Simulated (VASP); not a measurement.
Input of a VASP 6.6.1 run:

The input POSCAR:

```
Ti
1.0
   -1.6656150000      1.6656150000      1.6656150000
    1.6656150000     -1.6656150000      1.6656150000
    1.6656150000      1.6656150000     -1.6656150000
Ti
1
Direct
    0.0000000000      0.0000000000      0.0000000000
```

File INCAR.step1:

```
PREC = Accurate ; ENCUT = 520
ISMEAR = 0 ; SIGMA = 0.15
LREAL = False ; LASPH = True
NELM = 80 ; NBANDS = 12
GGA = PE ; ALGO = Normal
EDIFF = 1E-4 ; LWAVE = True
LCHARG = False
```

The input INCAR.step2:

```
PREC = Accurate ; ENCUT = 520
EDIFF = 1E-7 ; ISMEAR = 0
SIGMA = 0.15 ; LREAL = False
LASPH = True ; NELM = 80
ALGO = Normal ; ISIF = 2
LWAVE = False ; LCHARG = False
METAGGA = R2SCAN ; LMIXTAU = True
NBANDS = 12 ; ISTART = 1
```

The input KPOINTS:

```
Automatic mesh
0
Gamma
  20 20 20
```

Potentials or basis: VASP PAW PBE potentials, release 64 (Ti_sv).

Launch:

```bash
$ cat potpaw_PBE.64/Ti_sv/POTCAR > POTCAR
$ cp INCAR.step1 INCAR
$ mpirun -np 1 vasp_std > vasp.out
$ cp INCAR.step2 INCAR
$ mpirun -np 1 vasp_std > vasp.out
```

What does it give for the band gap on the k mesh?

Zero (band 6 reaches 8.56 eV, above the bottom of band 7 at 6.81 eV).

What does it give for the pressure?

-6.7 GPa.

Caveat: the cell differs from its parent crystal (strain +0.015 along x and y, +0.015 along z); the PAW data sets were made with another functional, which shifts forces and pressure a little.
